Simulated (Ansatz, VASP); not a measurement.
# Two plane-wave programs on HC20

```
C H
1.0
     7.20155    0.00000    0.00000
    -3.31941    7.79078    0.00000
     0.00000    0.00000   22.79168
C H
40 2
Direct
  0.25011 0.16670 0.17550
  0.25011 0.66670 0.17550
  0.75011 0.16670 0.17550
  0.75011 0.66670 0.17550
  0.24989 0.33330 0.17550
  0.24989 0.83330 0.17550
  0.74989 0.33330 0.17550
  0.74989 0.83330 0.17550
  0.25011 0.41670 0.22913
  0.25011 0.91670 0.22913
  0.75011 0.41670 0.22913
  0.75011 0.91670 0.22913
  0.24989 0.08330 0.22913
  0.24989 0.58330 0.22913
  0.74989 0.08330 0.22913
  0.74989 0.58330 0.22913
  0.25005 0.16765 0.28273
  0.25005 0.66765 0.28273
  0.75005 0.16765 0.28273
  0.75005 0.66765 0.28273
  0.24995 0.33235 0.28273
  0.24995 0.83235 0.28273
  0.74995 0.33235 0.28273
  0.74995 0.83235 0.28273
  0.25006 0.41834 0.33654
  0.25006 0.91834 0.33654
  0.75006 0.41834 0.33654
  0.75006 0.91834 0.33654
  0.24994 0.08166 0.33654
  0.24994 0.58166 0.33654
  0.74994 0.08166 0.33654
  0.74994 0.58166 0.33654
  0.25019 0.17717 0.38574
  0.25019 0.67717 0.38574
  0.75019 0.17717 0.38574
  0.75019 0.67717 0.38574
  0.24981 0.32283 0.38574
  0.24981 0.82283 0.38574
  0.74981 0.32283 0.38574
  0.74981 0.82283 0.38574
  0.99981 0.21366 0.46165
  0.99981 0.43200 0.46165
```

Alike in both runs: task single point; functional LDA; k mesh 4 × 4 × 1; occupations gaussian, width 0.05 eV; no spin polarisation.

```csv
,VASP,Ansatz
version,VASP 6.6.1,Ansatz 0.2.0
potentials or method,"VASP PAW LDA potentials, release 64 (C, H), cutoff 520 eV","scalar-relativistic, plane waves, PAW"
valence electrons in the cell,162,162
```

Ansatz gave:

```
gap on the k mesh at the Fermi level (eV) : none
rms of the force components (eV/Å)        : 1.816
```

Problem. What did VASP give for the same quantities?

Solution. gap on the k mesh at the Fermi level (eV): none; rms of the force components (eV/Å): 1.808.

Ansatz warns that its potentials were made for another functional, while VASP's fit it. LDA's correlation is that of Perdew and Zunger in VASP and of Perdew and Wang (1992) in Ansatz. Atom by atom the forces differ by 0.030 eV/Å (rms over components). A gap of «none» marks a metal or a gap that the smearing closes.
